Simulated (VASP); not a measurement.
ZrNbN2, 4 atoms in the cell. Symmetry: R-3m, No. 166, trigonal system. Conventional cell: a = 3.304 Å, b = 3.304 Å, c = 15.518 Å, α = 90.00°, β = 90.00°, γ = 120.00°. Within 3.1 Å of Zr (site symmetry -3m) lie 6 N at 2.31 Å. Nb (site symmetry -3m) has 6 N at 2.30 Å within 3.0 Å. Within 3.0 Å of N (site symmetry 3m) lie 3 Nb at 2.30 Å and 3 Zr at 2.31 Å. 

```yaml
Program: VASP 6.6.1
Task: single point
Functional: LDA
Potentials_or_basis: VASP PAW LDA potentials, release 64 (Zr_sv, Nb_sv, N)
Cutoff: 520 eV
k_mesh: 13 × 13 × 13
Occupations: methfessel-paxton, width 0.1 eV
Spin: no spin polarisation
Dipole_correction: no
Further_INCAR_settings: ALGO = Normal; EDIFF = 1e-07; NBANDS = 26
```

Potentials or basis: VASP PAW LDA potentials, release 64 (Zr_sv, Nb_sv, N).

Run with:

```console
$ cat potpaw_LDA.64/Zr_sv/POTCAR potpaw_LDA.64/Nb_sv/POTCAR potpaw_LDA.64/N/POTCAR > POTCAR
$ mpirun -np 1 vasp_std > vasp.out
```

Hardware: 1 thread of Intel(R) Xeon(R) 6975P-C (Granite Rapids), with other jobs on the host.

How long does it take, and how much memory?

Run time: 6 min on 1 thread of Intel(R) Xeon(R) 6975P-C (Granite Rapids), on a shared host, peak memory 0.42 GiB. Counts: scf iterations 15, k points 231.
